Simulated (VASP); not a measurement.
Set up this calculation in VASP 6.6.1, as the native input.

```
Task                   : single point
Functional             : PBEsol
Potentials or basis    : VASP PAW PBE potentials, release 64 (Ti_sv, Al)
Cutoff                 : 520 eV
k mesh                 : 18 × 18 × 10
Occupations            : gaussian, width 0.15 eV
Spin                   : no spin polarisation
Dipole correction      : no
Further INCAR settings : ALGO = Normal; EDIFF = 1e-07; NBANDS = 14
```

The structure of TiAl lies in POSCAR:

```
TiAl
1.0
    2.7906000000      0.0000000000      0.0000000000
   -1.3953000000      2.4167304918      0.0000000000
    0.0000000000      0.0000000000      4.3728000000
Ti Al
1 1
Direct
    0.0000000000      0.0000000000      0.0000000000
    0.3333333333      0.6666666667      0.5000000000
```

These files were run (other wordings do the same):

INCAR

```
ALGO = Normal ; EDIFF = 1E-7
ENCUT = 520 ; GGA = PS
ISIF = 2 ; ISMEAR = 0
LASPH = True ; LCHARG = True
LELF = True ; LREAL = False
LVHAR = True ; LWAVE = False
NBANDS = 14 ; NELM = 60
PREC = Accurate ; SIGMA = 0.15
```

KPOINTS

```
k-points
0
Gamma
  18 18 10
```

Potentials or basis: VASP PAW PBE potentials, release 64 (Ti_sv, Al).

Launch:

```sh
$ cat potpaw_PBE.64/Ti_sv/POTCAR potpaw_PBE.64/Al/POTCAR > POTCAR
$ mpirun -np 1 vasp_std > vasp.out
```

Results of the run:

```
Pressure               : 13.7 GPa
Band gap on the k mesh : zero (an odd number of electrons rules out a gap without spin polarisation)
```

Caveat: the stress differs along the axes, from 11 to 19 GPa; the PAW data sets were made with another functional, which shifts forces and pressure a little.

Wall time 2.3 min on 1 thread of Intel Xeon 8259CL, with other jobs on the host, peak memory 0.23 GiB.
